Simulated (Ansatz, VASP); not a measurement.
**CdBAu in VASP and in Ansatz**

```xyz
9
Lattice="7.1257 0.0000 0.0000 -3.5628 6.1710 0.0000 0.0000 0.0000 3.2628" Properties=species:S:1:pos:R:3 pbc="T T T"
Au    0.0000    0.0000    0.0000
Au   -0.0004    4.1142    1.6314
Au    3.5632    2.0568    1.6314
B     2.0066    0.0000    1.6314
B     2.5595    4.4333    1.6314
B    -1.0033    1.7378    1.6314
Cd    4.3837    0.0000    0.0000
Cd    1.3710    2.3746    0.0000
Cd   -2.1919    3.7964    0.0000
```

Alike in both runs: task single point; functional r2SCAN; k mesh 4 × 4 × 8; no spin polarisation.

|  | VASP | Ansatz |
| --- | --- | --- |
| version | VASP 6.6.1 | Ansatz 0.2.0 |
| potentials or method | VASP PAW PBE potentials, release 64 (Au, B, Cd), cutoff 520 eV | PAW plane waves |
| occupations | methfessel-paxton of order 1, width 0.0753 eV | cold, width 0.0753 eV |
| valence electrons in the cell | 78 | 126 |

Ansatz gave:

```
pressure (GPa)                                                : -1.8
traceless stress, the component that is largest in VASP (GPa) : 3.50
rms of the force components (eV/Å)                            : 0.135
```

Q: Which values does VASP return?

A: Pressure (GPa): -1.1; traceless stress, the component that is largest in VASP (GPa): 3.39; rms of the force components (eV/Å): 0.137.

VASP's potentials were made for PBE, not for r2SCAN. Atom by atom the forces differ by 0.003 eV/Å (rms over components). VASP's potentials hold 78 valence electrons a cell and Ansatz's 126, so a difference there can come from the potentials and not from the codes. Ansatz's warnings: structure snapped to symmetry.

Neither program's run includes spin-orbit coupling.
